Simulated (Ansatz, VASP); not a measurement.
# One calculation of Ru, two programs

The input INCAR:

```
ALGO = Fast
EDIFF = 1E-6
ENCUT = 520
GGA = PS
ISIF = 2
ISMEAR = 0
LASPH = T
LCHARG = F
LREAL = F
LWAVE = F
NBANDS = 21
NELM = 60
PREC = Accurate
SIGMA = 0.15
```

File KPOINTS:

```
k-points
0
Gamma
  18 18 10
```

File POSCAR:

```
Ru
1.0
    2.6539119460      0.0000000000      0.0000000000
   -1.3269559730      2.2983551647      0.0000000000
    0.0000000000      0.0000000000      4.2523798378
Ru
2
Direct
    0.3133061610      0.6266123220      0.2500000000
    0.6866938390      0.3733876780      0.7500000000
```

Input for Ansatz:

```yaml
crystal:
  lattice:
    - [2.653911946, 0.0, 0.0]
    - [-1.326955973, 2.2983551647, 0.0]
    - [0.0, 0.0, 4.2523798378]
  atoms:
    - { symbol: Ru, position: [0.313306161, 0.626612322, 0.25] }
    - { symbol: Ru, position: [0.686693839, 0.373387678, 0.75] }
basis:
  ecutwfc: 420
kpoints:
  mp_grid: { grid: [18, 18, 10] }
hamiltonian:
  xc: pbesol
  pseudopotentials: { kind: paw, azcp: { folder: soft_1 } }
scf:
  occupations: { method: gaussian, width: 0.15 }
output:
  forces: true
  stress: true
  eigenvalues: true
```

Change from the starting cell: mode 5 frozen in at -0.093 Å, equal normal strain along x and y -0.0133.

Alike in both runs: task single point; functional PBEsol; k mesh 18 × 18 × 10; occupations gaussian, width 0.15 eV; no spin polarisation.

|  | VASP | Ansatz |
| --- | --- | --- |
| version | VASP 6.6.1 | Ansatz 0.2.0 |
| potentials or method | VASP PAW PBE potentials, release 64 (Ru_pv), cutoff 520 eV | scalar-relativistic, plane waves, PAW |
| valence electrons in the cell | 28 | 32 |

VASP gave:

| Item | Value |
| --- | --- |
| gap on the k mesh at the Fermi level (eV) | none |
| pressure (GPa) | 11.5 |
| traceless stress, the component that is largest in VASP (GPa) | 5.20 |
| rms of the force components (eV/Å) | 0.855 |

Problem. Estimate Ansatz's values.

Solution. gap on the k mesh at the Fermi level (eV): none; pressure (GPa): 11.6; traceless stress, the component that is largest in VASP (GPa): 5.19; rms of the force components (eV/Å): 0.857.

VASP's potentials were made for PBE, not for PBEsol, and Ansatz warns of the same on its side. Atom by atom the forces differ by 0.002 eV/Å (rms over components). A gap of «none» marks a metal or a gap that the smearing closes. The functional is the same, so the differences come from potentials, cutoffs and numerics. VASP's potentials hold 28 valence electrons a cell and Ansatz's 32, so a difference there can come from the potentials and not from the codes.
